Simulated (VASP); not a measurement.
A run of VASP 6.6.1 is set up as follows.

The input INCAR:

```
SYSTEM = B5W2
ALGO = Normal
DIPOL = 0.5 0.5 0.487
EDIFF = 1E-6
ENCUT = 520
GGA = PE
IDIPOL = 3
ISIF = 2
ISMEAR = 0
LASPH = .TRUE.
LCHARG = .FALSE.
LDIPOL = .TRUE.
LREAL = .FALSE.
LWAVE = .FALSE.
NBANDS = 56
NELM = 80
PREC = Accurate
SIGMA = 0.1
```

KPOINTS

```
k-points
0
G
  12 12 1
  0 0 0
```

POSCAR

```
B5W2
1.0
    3.0950834875      0.0000000000      0.0000000000
   -1.5475417438      2.6804209270      0.0000000000
    0.0000000000      0.0000000000     27.7398726999
B W
10 4
Direct
    0.6666666667      0.3333333333      0.2629292299
    0.3333333333      0.6666666667      0.2567733215
    0.0000000000      0.0000000000      0.2953028839
    0.0000000000      0.0000000000      0.4073822276
    0.3333333333      0.6666666667      0.4072953253
    0.3333333333      0.6666666667      0.5427192053
    0.0000000000      0.0000000000      0.5189177585
    0.6666666667      0.3333333333      0.5738951672
    0.6666666667      0.3333333333      0.6852935632
    0.0000000000      0.0000000000      0.6861278935
    0.6666666667      0.3333333333      0.3510447498
    0.6666666667      0.3333333333      0.4624713794
    0.3333333333      0.6666666667      0.6279168881
    0.3333333333      0.6666666667      0.7361979719
```

Potentials or basis: VASP PAW PBE potentials, release 64 (B, W_sv).

Run with:

```sh
$ cat potpaw_PBE.64/B/POTCAR potpaw_PBE.64/W_sv/POTCAR > POTCAR
$ mpirun -np 1 vasp_std > vasp.out
```

(1) What does it give for the band gap on the k mesh?

(2) What does it give for the largest force?

Answers

(1) zero (bands 43 and 44 overlap by 1.69 eV).

(2) 0.039 eV/Å.

Caveat: spin-orbit coupling is left out, which moves the levels of the heavy elements.
